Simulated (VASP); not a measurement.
# PPt (Fm-3m) in VASP: notebook, part 2 of 2

VASP 6.6.1. The steps go on from the part before.

## (3) Single point, PBEsol (volume scaled by 0.960)

The input, INCAR:

```
ALGO = Normal
EDIFF = 1E-7
ENCUT = 520
GGA = PS
ISIF = 2
ISMEAR = 0
LASPH = True
LCHARG = False
LREAL = False
LWAVE = False
NBANDS = 14
NELM = 80
PREC = Accurate
SIGMA = 0.05
```

The input, KPOINTS:

```
k-points
0
Gamma
  12 12 12
```

The input, POSCAR:

```
PPt
1.0
    0.0000000000      2.4478220977      2.4478220977
    2.4478220977      0.0000000000      2.4478220977
    2.4478220977      2.4478220977      0.0000000000
Pt P
1 1
Direct
    0.5000000000      0.5000000000      0.5000000000
    0.0000000000      0.0000000000      0.0000000000
```

Potentials or basis: VASP PAW PBE potentials, release 64 (Pt, P).

On the command line:

```
$ cat potpaw_PBE.64/Pt/POTCAR potpaw_PBE.64/P/POTCAR > POTCAR
$ mpirun -np 1 vasp_std > vasp.out
```

OUTCAR:

```text
EDIFF = 1E-7
   ENCUT = 520
   GGA = PS
   ISIF = 2
   ISMEAR = 0
   LASPH = True
   LREAL = False
   NELM = 80
   PREC = Accurate

 ion  position               nearest neighbor table
   1  0.500  0.500  0.500-   2 2.45   2 2.45   2 2.45   2 2.45   2 2.45   2 2.45
   2  0.000  0.000  0.000-   1 2.45   1 2.45   1 2.45   1 2.45   1 2.45   1 2.45

  LATTYP: Found a face centered cubic cell.
 ALAT       =     4.8956441954

  Lattice vectors:

 A1 = (   0.0000000000,   2.4478220977,   2.4478220977)
 A2 = (   2.4478220977,   0.0000000000,   2.4478220977)
 A3 = (   2.4478220977,   2.4478220977,   0.0000000000)

Analysis of symmetry for initial positions (statically):
=====================================================================
 Subroutine PRICEL returns:
 Original cell was already a primitive cell.

 Routine SETGRP: Setting up the symmetry group for a
 face centered cubic supercell.

 Subroutine GETGRP returns: Found 48 space group operations
 (whereof 48 operations were pure point group operations)
 out of a pool of 48 trial point group operations.

The static configuration has the point symmetry O_h .

Analysis of symmetry for dynamics (positions and initial velocities):
=====================================================================
 Subroutine PRICEL returns:
 Original cell was already a primitive cell.

 Routine SETGRP: Setting up the symmetry group for a
 face centered cubic supercell.

 Subroutine GETGRP returns: Found 48 space group operations
 (whereof 48 operations were pure point group operations)
 out of a pool of 48 trial point group operations.

The dynamic configuration has the point symmetry O_h .

 Subroutine INISYM returns: Found 48 space group operations
 (whereof 48 operations are pure point group operations),
 and found     1 'primitive' translations

----------------------------------------------------------------------------------------

                                     Primitive cell

  volume of cell :      29.3339

  direct lattice vectors                    reciprocal lattice vectors
     0.000000000  2.447822098  2.447822098    -0.204263210  0.204263210  0.204263210
     2.447822098  0.000000000  2.447822098     0.204263210 -0.204263210  0.204263210
     2.447822098  2.447822098  0.000000000     0.204263210  0.204263210 -0.204263210

  length of vectors
     3.461743209  3.461743209  3.461743209     0.353794258  0.353794258  0.353794258

  position of ions in fractional coordinates (direct lattice)
     0.500000000  0.500000000  0.500000000
     0.000000000  0.000000000  0.000000000

  ion indices of the primitive-cell ions
   primitive index   ion index
                 1           1
                 2           2

----------------------------------------------------------------------------------------

 KPOINTS: k-points

Automatic generation of k-mesh.
 Grid dimensions read from file:
 generate k-points for:   12   12   12

 Generating k-lattice:

  Cartesian coordinates                     Fractional coordinates (reciprocal lattice)
    -0.017021934  0.017021934  0.017021934     0.083333333  0.000000000  0.000000000
     0.017021934 -0.017021934  0.017021934     0.000000000  0.083333333  0.000000000
     0.017021934  0.017021934 -0.017021934     0.000000000  0.000000000  0.083333333

  Length of vectors
     0.029482855  0.029482855  0.029482855
[... 38 lines left out ...]
   total plane-waves  NPLWV =  21952
   dimension x,y,z NGX =    28 NGY =   28 NGZ =   28
   dimension x,y,z NGXF=    56 NGYF=   56 NGZF=   56
   ions per type =               1   1
   NGX,Y,Z   is equivalent  to a cutoff of  13.45, 13.45, 13.45 a.u.
   NGXF,Y,Z  is equivalent  to a cutoff of  26.89, 26.89, 26.89 a.u.
 SYSTEM =  unknown system
   PREC   = accura    normal or accurate (medium, high low for compatibility)
   ISTART =      0    job   : 0-new  1-cont  2-samecut
   ICHARG =      2    charge: 1-file 2-atom 10-const
   ISPIN  =      1    spin polarized calculation?
   LNONCOLLINEAR =      F non collinear calculations
   LSORBIT =      F    spin-orbit coupling
   LASPH  =      T    aspherical Exc in radial PAW
   ENCUT  =  520.0 eV  38.22 Ry    6.18 a.u.   6.44  6.44  6.44*2*pi/ulx,y,z
   NELM   =     80;   NELMIN=  2; NELMDL= -5     # of ELM steps
   EDIFF  = 0.1E-06   stopping-criterion for ELM
   LREAL  =      F    real-space projection
   EDIFFG = 0.1E-05   stopping-criterion for IOM
   NSW    =      0    number of steps for IOM
   IBRION =     -1    ionic relax: 0-MD 1-quasi-New 2-CG
   NFREE  =      0    steps in history (QN), initial steepest desc. (CG)
   ISIF   =      2    stress and relaxation
   ISYM   =      2    0-nonsym 1-usesym 2-fastsym
   POTIM  = 0.5000    time-step for ionic-motion
   TEBEG  =    0.0;   TEEND  =   0.0 temperature during run
   PSTRESS=    0.0 pullay stress
   NELECT =      15.0000    total number of electrons
   NUPDOWN=      -1.0000    fix difference up-down
   EMIN   =  10.00;   EMAX   =-10.00  energy-range for DOS
   EFERMI =   0.00;   METHOD = LEGACY
   ISMEAR =     0;   SIGMA  =   0.05  broadening in eV -4-tet -1-fermi 0-gaus
   EFERMI_NEDOS =   21; number of points for ismear=-14 and -15
   IALGO  =     38    algorithm
   IMIX   =      4    mixing-type and parameters
     AMIX     =   0.40;   BMIX     =  1.00
     AMIX_MAG =   1.60;   BMIX_MAG =  1.00
  volume/ion in A,a.u.               =      14.67        98.98
  Fermi-wavevector in a.u.,A,eV,Ry     =   1.309128  2.473893 23.317879  1.713816
  Thomas-Fermi vector in A             =   2.439748
   LORBIT       =      0    0 simple, 1 ext, 2 COOP (PROOUT), +10 PAW based schemes
   GGA     = PS    functional components
   LHFCALC =     F    Hartree Fock is set to
   AEXX    =    0.0000 exact exchange contribution
   IVDW    =     0    specifies the selected vdW correction
   LEPSILON=     F    determine dielectric tensor
   LRPA    =     F    only Hartree local field effects (RPA)
 non-spin polarized calculation
 Gauss-broadening in eV      SIGMA  =   0.05
  energy-cutoff  :      520.00
  volume of cell :       29.33
 maximum number of plane-waves:       817
 NGX is ok and might be reduce to    28
   NGX = 13   NGY = 13   NGZ = 13

 number of electron      14.9999999 magnetization

 Free energy of the ion-electron system (eV)
  ---------------------------------------------------
  ext. energy  EPLUGINS =         0.00000000
  ---------------------------------------------------
  free energy    TOTEN  =       -13.12323908 eV

  energy without entropy =      -13.12114281  energy(sigma->0) =      -13.12219095

 E-fermi :  10.7144     XC(G=0): -12.5164

 val. band max:       10.7087151937   @ k =   0.5000   0.4167   0.0833
 cond. band min:      10.7153779939   @ k =   0.0000   0.0000   0.0000
 fundamental gap:      0.0066628002
 Fermi energy:        10.7144074618

 k-point     1 :       0.0000    0.0000    0.0000
  band No.  band energies     occupation
      1      -3.8261      2.00000
      2       6.2786      2.00000
      3       6.2786      2.00000
      4       6.2786      2.00000
      5       6.3180      2.00000
      6       6.3180      2.00000
      7      10.7154      0.97810
      8      10.7154      0.97810
      9      10.7154      0.97809
     10      16.4444      0.00000
     11      20.4257      0.00000
     12      22.6747      0.00000
     13      22.6747      0.00000
     14      22.6747      0.00000
[... 377 lines left out ...]
      1      -0.5896      2.00000
      2       2.3980      2.00000
      3       4.5124      2.00000
      4       4.5449      2.00000
      5       7.8057      2.00000
      6       7.8707      2.00000
      7       8.6150      2.00000
      8      12.3979      0.00000
      9      14.1469      0.00000
     10      15.4698      0.00000
     11      18.3943      0.00000
     12      18.9813      0.00000
     13      21.2383      0.00000
     14      23.4309      0.00000

 [... further k-points ...]

------------------------ aborting loop because EDIFF is reached ----------------------------------------

  FORCE on cell =-STRESS in cart. coord.  units (eV):
  Direction    XX          YY          ZZ          XY          YZ          ZX
  --------------------------------------------------------------------------------------
  -------------------------------------------------------------------------------------
  Total        1.5958100      1.5958100      1.5958100      0.0000000      0.0000000      0.0000000
  in kB       87.1610002     87.1610002     87.1610002      0.0000000      0.0000000      0.0000000
  external PRESSURE =      87.1610002 kB  Pullay stress =       0.0000000 kB

 VOLUME and BASIS-vectors are now :
 -----------------------------------------------------------------------------
  energy-cutoff  :      520.00
  volume of cell :       29.33
      direct lattice vectors                 reciprocal lattice vectors
     0.000000000  2.447822098  2.447822098    -0.204263210  0.204263210  0.204263210
     2.447822098  0.000000000  2.447822098     0.204263210 -0.204263210  0.204263210
     2.447822098  2.447822098  0.000000000     0.204263210  0.204263210 -0.204263210

 POSITION                                       TOTAL-FORCE (eV/Angst)
 -----------------------------------------------------------------------------------
      2.44782      2.44782      2.44782        -0.000000     -0.000000      0.000000
      0.00000      0.00000      0.00000         0.000000      0.000000      0.000000
 -----------------------------------------------------------------------------------
    total drift:                                0.000000      0.000000      0.000000

  FREE ENERGIE OF THE ION-ELECTRON SYSTEM (eV)
  ---------------------------------------------------
  free  energy   TOTEN  =       -13.1232390800 eV

  energy  without entropy=      -13.1211428116  energy(sigma->0) =      -13.12219095
```

stdout:

```text
POSCAR found type information on POSCAR PtP
 POSCAR found :  2 types and       2 ions
 scaLAPACK will be used
 -----------------------------------------------------------------------------
|                                                                             |
|                                                                             |
|     You enforced a specific xc type in the INCAR file but a different       |
|     I HOPE YOU KNOW WHAT YOU ARE DOING!                                     |
|                                                                             |
 -----------------------------------------------------------------------------

 LDA part: xc-table for (Slater+PW92), standard interpolation
 POSCAR, INCAR and KPOINTS ok, starting setup
 FFT: planning ... GRIDC
 FFT: planning ... GRID_SOFT
 FFT: planning ... GRID
 WAVECAR not read
 entering main loop
```

Wall time 14 s (1 thread of Intel Xeon 6975P-C (Granite Rapids), shared host); peak memory 0.17 GiB.

Results:

* Free energy: -13.1232 eV
* Pressure: 8.7 GPa

Levels at points of the mesh, in eV from the Fermi level:
```
           k point  band 5  band 6  band 7  band 8  band 9  band 10
(0.00, 0.00, 0.00)   -4.40   -4.40    0.00    0.00    0.00     5.73
(0.50, 0.00, 0.00)   -2.84   -2.84   -1.92    3.68    5.15     5.15
(0.50, 0.50, 0.00)   -2.47   -2.47   -2.37   -2.37   -1.40     2.01
```

Caveat: the cell differs from its parent crystal (volume scaled by 0.960); the PAW data sets were made with another functional, which shifts forces and pressure a little; spin-orbit coupling is left out, which moves the levels of the heavy elements.

## (4) Single point, PBEsol (volume scaled by 0.980)

The input, INCAR:

```
PREC     = Accurate       # precision mode
ENCUT    = 520            # plane-wave cutoff, eV
EDIFF    = 1E-6           # SCF threshold, eV
ISMEAR   = 0              # smearing method
SIGMA    = 0.05           # smearing width, eV
LREAL    = False          # projectors in reciprocal space
LASPH    = True           # aspherical terms in the spheres
NELM     = 60             # most SCF steps
ALGO     = Normal         # electronic algorithm
ISIF     = 2              # what is computed and relaxed
LWAVE    = False          # write WAVECAR
LCHARG   = True           # write CHGCAR
GGA      = PS             # functional
LELF     = True           # ELF
LVHAR    = True         
NBANDS   = 14             # bands
```

The input, KPOINTS:

```
Automatic mesh
0
Gamma
  12 12 12
```

The input, POSCAR:

```
PPt
1.0
    0.0000000000      2.4647041629      2.4647041629
    2.4647041629      0.0000000000      2.4647041629
    2.4647041629      2.4647041629      0.0000000000
Pt P
1 1
Direct
    0.5000000000      0.5000000000      0.5000000000
    0.0000000000      0.0000000000      0.0000000000
```

Potentials or basis: VASP PAW PBE potentials, release 64 (Pt, P).

On the command line:

```
$ cat potpaw_PBE.64/Pt/POTCAR potpaw_PBE.64/P/POTCAR > POTCAR
$ mpirun -np 1 vasp_std > vasp.out
```

OUTCAR:

```text
PREC = Accurate
   ENCUT = 520
   EDIFF = 1E-6
   ISMEAR = 0
   LREAL = False
   LASPH = True
   NELM = 60
   ISIF = 2
   GGA = PS

 ion  position               nearest neighbor table
   1  0.500  0.500  0.500-   2 2.46   2 2.46   2 2.46   2 2.46   2 2.46   2 2.46
   2  0.000  0.000  0.000-   1 2.46   1 2.46   1 2.46   1 2.46   1 2.46   1 2.46

  LATTYP: Found a face centered cubic cell.
 ALAT       =     4.9294083258

  Lattice vectors:

 A1 = (   0.0000000000,   2.4647041629,   2.4647041629)
[... 595 lines left out ...]
------------------------ aborting loop because EDIFF is reached ----------------------------------------

  FORCE on cell =-STRESS in cart. coord.  units (eV):
  Direction    XX          YY          ZZ          XY          YZ          ZX
  --------------------------------------------------------------------------------------
  -------------------------------------------------------------------------------------
  Total        0.7571457      0.7571457      0.7571457      0.0000000      0.0000000     -0.0000000
  in kB       40.5103184     40.5103184     40.5103184      0.0000000      0.0000000     -0.0000000
  external PRESSURE =      40.5103184 kB  Pullay stress =       0.0000000 kB

 VOLUME and BASIS-vectors are now :
 -----------------------------------------------------------------------------
  energy-cutoff  :      520.00
  volume of cell :       29.95
      direct lattice vectors                 reciprocal lattice vectors
     0.000000000  2.464704163  2.464704163    -0.202864103  0.202864103  0.202864103
     2.464704163  0.000000000  2.464704163     0.202864103 -0.202864103  0.202864103
     2.464704163  2.464704163  0.000000000     0.202864103  0.202864103 -0.202864103

 POSITION                                       TOTAL-FORCE (eV/Angst)
 -----------------------------------------------------------------------------------
      2.46470      2.46470      2.46470         0.000000     -0.000000     -0.000000
      0.00000      0.00000      0.00000        -0.000000      0.000000      0.000000
 -----------------------------------------------------------------------------------
    total drift:                                0.000000      0.000000      0.000000

  FREE ENERGIE OF THE ION-ELECTRON SYSTEM (eV)
  ---------------------------------------------------
  free  energy   TOTEN  =       -13.1477305710 eV

  energy  without entropy=      -13.1457325234  energy(sigma->0) =      -13.14673155
```

stdout:

```text
POSCAR found type information on POSCAR PtP
 POSCAR found :  2 types and       2 ions
 scaLAPACK will be used
 -----------------------------------------------------------------------------
|                                                                             |
|                                                                             |
|     You enforced a specific xc type in the INCAR file but a different       |
|     I HOPE YOU KNOW WHAT YOU ARE DOING!                                     |
|                                                                             |
 -----------------------------------------------------------------------------

 LDA part: xc-table for (Slater+PW92), standard interpolation
 POSCAR, INCAR and KPOINTS ok, starting setup
 FFT: planning ... GRIDC
 FFT: planning ... GRID_SOFT
 FFT: planning ... GRID
 WAVECAR not read
 entering main loop
```

Run time: 13 s. Hardware: 1 thread of Intel Xeon 6975P-C (Granite Rapids), shared host; peak memory 0.17 GiB.

Results:

| Item | Value |
| --- | --- |
| Free energy | -13.1477 eV |
| Pressure | 4.1 GPa |

Levels at points of the mesh, in eV from the Fermi level:
| k point | band 3 | band 4 | band 5 | band 6 | band 7 | band 8 | band 9 | band 10 | band 11 | band 12 |
| --- | --- | --- | --- | --- | --- | --- | --- | --- | --- | --- |
| (0.00, 0.00, 0.00) | -4.29 | -4.29 | -4.27 | -4.27 | 0.01 | 0.01 | 0.01 | 5.49 | 9.78 | 11.86 |
| (0.50, 0.00, 0.00) | -6.20 | -6.20 | -2.76 | -2.76 | -1.88 | 3.72 | 5.01 | 5.01 | 5.97 | 5.97 |
| (0.50, 0.50, 0.00) | -5.55 | -3.57 | -2.40 | -2.40 | -2.31 | -2.31 | -1.37 | 1.89 | 9.07 | 13.74 |

Caveat: the cell differs from its parent crystal (volume scaled by 0.980); the PAW data sets were made with another functional, which shifts forces and pressure a little; spin-orbit coupling is left out, which moves the levels of the heavy elements.

## (5) Single point, PBEsol

This run uses another cell than the first one, of 15.28 Å³/atom, 1.075 times its volume.

INCAR, as its differences from that of step 4:

```diff
@@ -7,3 +7,3 @@
 LASPH    = True           # aspherical terms in the spheres
-NELM     = 60             # most SCF steps
+NELM     = 80             # most SCF steps
 ALGO     = Normal         # electronic algorithm
@@ -11,6 +11,4 @@
 LWAVE    = False          # write WAVECAR
-LCHARG   = True           # write CHGCAR
+LCHARG   = False          # write CHGCAR
 GGA      = PS             # functional
-LELF     = True           # ELF
-LVHAR    = True         
 NBANDS   = 14             # bands
```

The input, KPOINTS:

```
regular mesh
0
Gamma
  12 12 12
```

The input, POSCAR:

```
PPt
1.0
    0.0000000000      2.4813580746      2.4813580746
    2.4813580746      0.0000000000      2.4813580746
    2.4813580746      2.4813580746      0.0000000000
Pt P
1 1
Direct
    0.5000000000      0.5000000000      0.5000000000
    0.0000000000      0.0000000000      0.0000000000
```

On the command line:

```
$ cat potpaw_PBE.64/Pt/POTCAR potpaw_PBE.64/P/POTCAR > POTCAR
$ mpirun -np 1 vasp_std > vasp.out
```

Run time: 12 s. Hardware: 1 thread of Intel Xeon 6975P-C (Granite Rapids), shared host; peak memory 0.17 GiB.

The run converged. Its results:

| Quantity | Value |
| --- | --- |
| Free energy | -13.1555 eV |
| Pressure | -0.1 GPa |

Levels at points of the mesh, in eV from the Fermi level:
| k point | band 3 | band 4 | band 5 | band 6 | band 7 | band 8 | band 9 | band 10 | band 11 | band 12 |
| --- | --- | --- | --- | --- | --- | --- | --- | --- | --- | --- |
| (0.00, 0.00, 0.00) | -4.16 | -4.16 | -4.14 | -4.14 | 0.03 | 0.03 | 0.03 | 5.26 | 9.84 | 11.76 |
| (0.50, 0.00, 0.00) | -6.04 | -6.04 | -2.69 | -2.69 | -1.84 | 3.75 | 4.88 | 4.88 | 5.99 | 5.99 |
| (0.50, 0.50, 0.00) | -5.37 | -3.47 | -2.34 | -2.34 | -2.25 | -2.25 | -1.34 | 1.77 | 8.99 | 13.59 |

Caveat: the PAW data sets were made with another functional, which shifts forces and pressure a little; spin-orbit coupling is left out, which moves the levels of the heavy elements.

## (6) Summary

| cell | gap on the mesh (eV) | pressure (GPa) |
| --- | --- | --- |
| a = 3.425 Å, angles 60.0°, 2 atoms | none | 16.8 |
| a = 3.462 Å, angles 60.0°, 2 atoms | none | 8.7 |
| a = 3.486 Å, angles 60.0°, 2 atoms | none | 4.1 |
| a = 3.509 Å, angles 60.0°, 2 atoms | none | -0.1 |

Alike in all rows: task single point; level PBEsol; potentials or basis VASP PAW PBE potentials, release 64 (Pt, P); no spin polarisation; k mesh 12 × 12 × 12; cutoff (eV) 520; smearing gaussian 0.05 eV.

Caveats: the PAW data sets were made with another functional, which shifts forces and pressure a little; spin-orbit coupling is left out, which moves the levels of the heavy elements.

Total energies depend on the potentials used, so only differences within one code and one set of settings carry meaning.
